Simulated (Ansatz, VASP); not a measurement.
## TiO2 in VASP and in Ansatz

```
Ti O
1.0
     4.68194    0.00000    0.00000
     0.00000    4.68194    0.00000
     0.00000    0.00000    2.98846
Ti O
2 4
Direct
  0.00000 0.00000 0.00392
  0.50000 0.50000 0.50392
  0.30510 0.30510 0.99413
  0.19490 0.80510 0.49413
  0.69490 0.69490 0.99413
  0.80510 0.19490 0.49413
```

Change from the starting cell: mode 1 frozen in at -0.017 Å, equal normal strain along x, y and z +0.0083.

Alike in both runs: task single point; functional PBE; k mesh 6 × 6 × 10; occupations gaussian, width 0.05 eV; no spin polarisation.

```csv
,VASP,Ansatz
version,VASP 6.6.1,Ansatz 0.2.0
potentials or method,"VASP PAW PBE potentials, release 64 (Ti_sv, O), cutoff 520 eV","scalar-relativistic, plane waves, PAW"
valence electrons in the cell,48,48
```

|  | VASP | Ansatz | Ansatz less VASP |
| --- | --- | --- | --- |
| gap on the k mesh at the Fermi level (eV) | 1.80 | 1.83 | +0.027 |
| least direct gap on the mesh (eV) | 1.80 | 1.83 | +0.027 |
| pressure (GPa) | -4.6 | -5.2 | -0.63 |
| traceless stress, the component that is largest in VASP (GPa) | -0.76 | -0.99 | -0.228 |
| rms of the force components (eV/Å) | 0.048 | 0.062 | +0.0135 |

Atom by atom the forces differ by 0.014 eV/Å (rms over components). The functional is the same, so the differences come from potentials, cutoffs and numerics.
